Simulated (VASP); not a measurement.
Wanted: the native input for a VASP 6.6.1 run.

```
Task                   : single point
Functional             : PBE
Potentials or basis    : VASP PAW PBE potentials, release 64 (K_sv, Pb_d, S)
Cutoff                 : 520 eV
k mesh                 : 6 × 6 × 8
Occupations            : gaussian, width 0.1 eV
Spin                   : no spin polarisation
Dipole correction      : no
Further INCAR settings : ALGO = Normal; EDIFF = 1e-06; NBANDS = 44
```

The structure of K4PbS3 lies in POSCAR:

```
K4PbS3
1.0
    7.3892991596      0.0000000000      0.0000000000
    0.0000000000      7.3892991596      0.0000000000
    0.0000000000      0.0000000000      5.2570540062
K Pb S
4 1 3
Direct
    0.2716166254      0.2716166254      0.0000000000
    0.7283833746      0.7283833746      0.0000000000
    0.7283833746      0.2716166254      0.0000000000
    0.2716166254      0.7283833746      0.0000000000
    0.0000000000      0.0000000000      0.5000000000
    0.0000000000      0.5000000000      0.5000000000
    0.5000000000      0.0000000000      0.5000000000
    0.0000000000      0.0000000000      0.0000000000
```

These files were run (other wordings do the same):

INCAR

```
ALGO = Normal ; EDIFF = 1E-6
ENCUT = 520 ; GGA = PE
ISIF = 2 ; ISMEAR = 0
LASPH = True ; LCHARG = False
LREAL = False ; LWAVE = False
NBANDS = 44 ; NELM = 80
PREC = Accurate ; SIGMA = 0.1
```

KPOINTS

```
k-points
0
Gamma
  6 6 8
```

Potentials or basis: VASP PAW PBE potentials, release 64 (K_sv, Pb_d, S).

The run is started by

```bash
$ cat potpaw_PBE.64/K_sv/POTCAR potpaw_PBE.64/Pb_d/POTCAR potpaw_PBE.64/S/POTCAR > POTCAR
$ mpirun -np 1 vasp_std > vasp.out
```

It gave:

- Pressure: 0.0 GPa
- Largest force: 0.014 eV/Å
- Band gap on the k mesh: zero (bands 34 and 35 overlap by 0.02 eV)

Caveat: spin-orbit coupling is left out, which moves the levels of the heavy elements.

Run time: 12 min on 1 thread of Intel(R) Xeon(R) Platinum 8259CL CPU @ 2.50GHz (Skylake/Cascade Lake) (shared host), peak memory 0.7 GiB.
